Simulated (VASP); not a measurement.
Write the native input for VASP 6.6.1 that does the following.

- Task: single point
- Functional: PBE
- Potentials or basis: VASP PAW PBE potentials, release 64 (Pt)
- Cutoff: 520 eV
- k mesh: 12 × 12 × 12
- Occupations: gaussian, width 0.017 eV
- Spin: no spin polarisation
- Dipole correction: no
- Further INCAR settings: ALGO = Fast; EDIFF = 1e-06; NBANDS = 11

The structure of Pt lies in POSCAR:

```
Pt
1.0
    0.0000000000      1.9609000000      1.9609000000
    1.9609000000      0.0000000000      1.9609000000
    1.9609000000      1.9609000000      0.0000000000
Pt
1
Direct
    0.0000000000      0.0000000000      0.0000000000
```

The input as run:

INCAR

```
PREC = Accurate
ENCUT = 520
EDIFF = 1E-6
ISMEAR = 0
SIGMA = 0.017
LREAL = False
LASPH = True
NELM = 60
ALGO = Fast
ISIF = 2
LWAVE = False
LCHARG = False
GGA = PE
NBANDS = 11
```

KPOINTS

```
regular mesh
0
Gamma
  12 12 12
```

Potentials or basis: VASP PAW PBE potentials, release 64 (Pt).

Command:

```bash
$ cat potpaw_PBE.64/Pt/POTCAR > POTCAR
$ mpirun -np 1 vasp_std > vasp.out
```

Results of the run:

```json
{
  "Pressure": "9.7 GPa",
  "Band gap on the k mesh": "zero (band 5 reaches 11.78 eV, above the bottom of band 6 at 9.54 eV)"
}
```

Caveat: spin-orbit coupling is left out, which moves the levels of the heavy elements.

It took 39 s on 1 thread of AMD EPYC 7R13, on a shared host, peak memory 0.11 GiB.
